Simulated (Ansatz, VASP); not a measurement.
**Co3SbN: VASP beside Ansatz**

INCAR

```
SYSTEM = Co3SbN
ALGO = Normal ; EDIFF = 1E-6
ENCUT = 600 ; GGA = PE
GGA_COMPAT = .FALSE. ; ISIF = 2
ISMEAR = 0 ; ISPIN = 2
LASPH = .TRUE. ; LCHARG = .FALSE.
LMAXMIX = 4 ; LORBIT = 11
LREAL = .FALSE. ; LWAVE = .FALSE.
MAGMOM = 3 3 3 0 0 ; NBANDS = 30
NELM = 200 ; PREC = Accurate
SIGMA = 0.1
```

KPOINTS

```
k-points
0
G
  4 4 4
  0 0 0
```

The input POSCAR:

```
Co3SbN
1.0
    3.8730314500      0.0000000000      0.0000000000
    0.0000000000      3.8730314500      0.0000000000
    0.0000000000      0.0000000000      3.8730314500
Co Sb N
3 1 1
Direct
    0.0000000000      0.0000000000      0.5000000000
    0.0000000000      0.5000000000      0.0000000000
    0.5000000000      0.0000000000      0.0000000000
    0.0000000000      0.0000000000      0.0000000000
    0.5000000000      0.5000000000      0.5000000000
```

Input for Ansatz:

```yaml
crystal:
  lattice:
    - [3.87303145, 0.0, 0.0]
    - [0.0, 3.87303145, 0.0]
    - [0.0, 0.0, 3.87303145]
  atoms:
    - { symbol: Co, position: [0.0, 0.0, 0.5], spin: 3.0 }
    - { symbol: Co, position: [0.0, 0.5, 0.0], spin: 3.0 }
    - { symbol: Co, position: [0.5, 0.0, 0.0], spin: 3.0 }
    - { symbol: Sb, position: [0.0, 0.0, 0.0] }
    - { symbol: "N", position: [0.5, 0.5, 0.5] }
basis:
  ecutwfc: 420
kpoints:
  mp_grid: { grid: [4, 4, 4] }
hamiltonian:
  xc: pbe
scf:
  occupations: { method: gaussian, width: 0.1 }
  lower_state_search: "off"
output:
  forces: true
  stress: true
  eigenvalues: true
  populations: true
magnetization:
  spin_polarized: true
```

Change from the starting cell: species swapped into the EuH3Pd type (Pm-3m, No. 221).

Alike in both runs: task single point; functional PBE; k mesh 4 × 4 × 4; occupations gaussian, width 0.1 eV; collinear spin.

```csv
,VASP,Ansatz
version,VASP 6.6.1,Ansatz 0.2.0
potentials or method,"VASP PAW PBE potentials, release 64 (Co, Sb, N), cutoff 600 eV","scalar-relativistic, plane waves, PAW"
valence electrons in the cell,37,71
```

|  | VASP | Ansatz | Ansatz less VASP |
| --- | --- | --- | --- |
| gap on the k mesh at the Fermi level (eV) | none | none | - |
| net moment per atom (μB) | 0.57 | 0.57 | +0.001 |
| size of the moment on the site where the two differ most (μB) | 0.20 | 0.26 | +0.061 |

Site moments also hang on the region over which each program counts them. A gap of «none» marks a metal or a gap that the smearing closes. With one functional, cell and mesh, what is left measures potentials, basis and numerics. VASP's potentials hold 37 valence electrons a cell and Ansatz's 71, so a difference there can come from the potentials and not from the codes.

The k mesh is coarse, so the values compare programs but aren't converged. Neither program's run includes spin-orbit coupling.
